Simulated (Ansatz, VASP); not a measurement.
One calculation of Al, two programs

```xyz
1
Lattice="0.0000 1.9910 1.8980 1.9910 0.0000 1.8980 1.9910 1.9910 0.0000" Properties=species:S:1:pos:R:3 pbc="T T T"
Al    0.0000    0.0000    0.0000
```

Change from the starting cell: engineering shear strain xz +0.0000, normal strain along z -0.0467.

Alike in both runs: task single point; functional PBE; dispersion D3(BJ); k mesh 20 × 20 × 20; occupations gaussian, width 0.15 eV; no spin polarisation.

```csv
,VASP,Ansatz
version,VASP 6.6.1,Ansatz 0.2.0
potentials or method,"VASP PAW PBE potentials, release 64 (Al), cutoff 520 eV","scalar-relativistic, plane waves, PAW"
valence electrons in the cell,3,3
```

|  | VASP | Ansatz | Ansatz less VASP |
| --- | --- | --- | --- |
| gap on the k mesh at the Fermi level (eV) | none | none | - |
| pressure (GPa) | 4.8 | 4.8 | 0.00 |
| traceless stress, the component that is largest in VASP (GPa) | 2.51 | 2.51 | +0.005 |

A gap of «none» marks a metal or a gap that the smearing closes.
